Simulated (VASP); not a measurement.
Write the native input for VASP 6.6.1 that does the following.

```
Task                   : single point
Functional             : PBE
Potentials or basis    : VASP PAW PBE potentials, release 64 (Rb_sv)
Cutoff                 : 520 eV
k mesh                 : 9 × 9 × 5
Occupations            : fermi-dirac, width 0.08 eV
Spin                   : no spin polarisation
Dipole correction      : no
Further INCAR settings : ALGO = Normal; EDIFF = 1e-07; NBANDS = 16
```

The structure of Rb lies in POSCAR:

```
Rb
1.0
    5.0419373083      0.0000000000      0.0000000000
   -2.5209686541      4.3664457933      0.0000000000
    0.0000000000      0.0000000000      8.3185565892
Rb
2
Direct
    0.3333333333      0.6666666667      0.2500000000
    0.6666666667      0.3333333333      0.7500000000
```

This isn't the form of Rb at room conditions, which is bcc.

One way to write it, as run:

INCAR

```
PREC = Accurate
ENCUT = 520
EDIFF = 1E-7
ISMEAR = -1
SIGMA = 0.08
LREAL = F
LASPH = T
NELM = 100
ALGO = Normal
ISIF = 2
LWAVE = F
LCHARG = F
GGA = PE
NBANDS = 16
```

KPOINTS

```
regular mesh
0
Gamma
  9 9 5
```

Potentials or basis: VASP PAW PBE potentials, release 64 (Rb_sv).

Command:

```console
$ cat potpaw_PBE.64/Rb_sv/POTCAR > POTCAR
$ mpirun -np 1 vasp_std > vasp.out
```

It gave:

```json
{
 "Pressure": "0.0 GPa",
 "Band gap on the k mesh": "zero (bands 9 and 10 overlap by 2.00 eV)"
}
```

Wall time 70 s on 1 thread of AMD EPYC 9755 128-Core Processor, with other jobs on the host, peak memory 0.3 GiB.
